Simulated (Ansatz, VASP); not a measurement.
**HfB2 in VASP and in Ansatz**

```xyz
3
Lattice="3.1451 0.0000 0.0000 -1.5726 2.7237 0.0000 0.0000 0.0000 3.4874" Properties=species:S:1:pos:R:3 pbc="T T T"
Hf    0.0000    0.0000    0.0000
B     0.0000    1.8158    1.7437
B     1.5726    0.9079    1.7437
```

Alike in both runs: task relaxation of cell and atoms; functional PBE; k mesh 13 × 13 × 10; occupations fermi-dirac, width 0.05 eV; no spin polarisation.

|  | VASP | Ansatz |
| --- | --- | --- |
| version | VASP 6.6.1 | Ansatz 0.2.0 |
| potentials or method | VASP PAW PBE potentials, release 64 (Hf_pv, B), cutoff 600 eV | all-electron LAPW, scalar-relativistic |

```csv
,VASP,Ansatz,Ansatz less VASP
relaxed volume (Å³/atom),9.94,9.96,+0.020
relaxed cell length with the largest relative difference (Å),3.143,3.145,+0.0022
```

Ansatz ran all-electron here, and VASP with PAW potentials.

Neither program's run includes spin-orbit coupling.
